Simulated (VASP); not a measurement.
Here is a VASP 6.6.1 calculation.

File POSCAR:

```
KF
1.0
    3.2589550000      0.0000000000      0.0000000000
    0.0000000000      3.2589550000      0.0000000000
    0.0000000000      0.0000000000      3.2589550000
K F
1 1
Direct
    0.0000000000      0.0000000000      0.0000000000
    0.5000000000      0.5000000000      0.5000000000
```

The input INCAR.step1:

```
SYSTEM = KF
PREC     = Accurate       ! precision mode
ENCUT    = 520            ! plane-wave cutoff, eV
ISMEAR   = 0              ! smearing method
SIGMA    = 0.1            ! smearing width, eV
LREAL    = .FALSE.        ! projectors in reciprocal space
LASPH    = .TRUE.         ! aspherical terms in the spheres
NELM     = 80             ! most SCF steps
NBANDS   = 15             ! bands
GGA      = PE             ! functional
ALGO     = Normal         ! electronic algorithm
EDIFF    = 1E-4           ! SCF threshold, eV
LWAVE    = .TRUE.         ! write WAVECAR
LCHARG   = .FALSE.        ! write CHGCAR
```

Contents of INCAR.step2:

```
SYSTEM = KF
PREC     = Accurate       ! precision mode
ENCUT    = 520            ! plane-wave cutoff, eV
EDIFF    = 1E-7           ! SCF threshold, eV
ISMEAR   = 0              ! smearing method
SIGMA    = 0.1            ! smearing width, eV
LREAL    = .FALSE.        ! projectors in reciprocal space
LASPH    = .TRUE.         ! aspherical terms in the spheres
NELM     = 80             ! most SCF steps
ALGO     = Normal         ! electronic algorithm
ISIF     = 2              ! what is computed and relaxed
LWAVE    = .FALSE.        ! write WAVECAR
LCHARG   = .FALSE.        ! write CHGCAR
METAGGA  = R2SCAN         ! meta-GGA
LMIXTAU  = .TRUE.       
NBANDS   = 15             ! bands
ISTART   = 1
```

Contents of KPOINTS:

```
Automatic mesh
0
G
  8 8 8
  0 0 0
```

Potentials or basis: VASP PAW PBE potentials, release 64 (K_sv, F).

Launch:

```bash
$ cat potpaw_PBE.64/K_sv/POTCAR potpaw_PBE.64/F/POTCAR > POTCAR
$ cp INCAR.step1 INCAR
$ mpirun -np 1 vasp_std > vasp.out
$ cp INCAR.step2 INCAR
$ mpirun -np 1 vasp_std > vasp.out
```

Task: What does it give for the pressure?

Result: -2.7 GPa.

Task: What does it give for the band gap on the k mesh?

Result: 7.15 eV (least direct gap 7.20 eV).

Caveat: the PAW data sets were made with another functional, which shifts forces and pressure a little. A k mesh can miss the band edges.
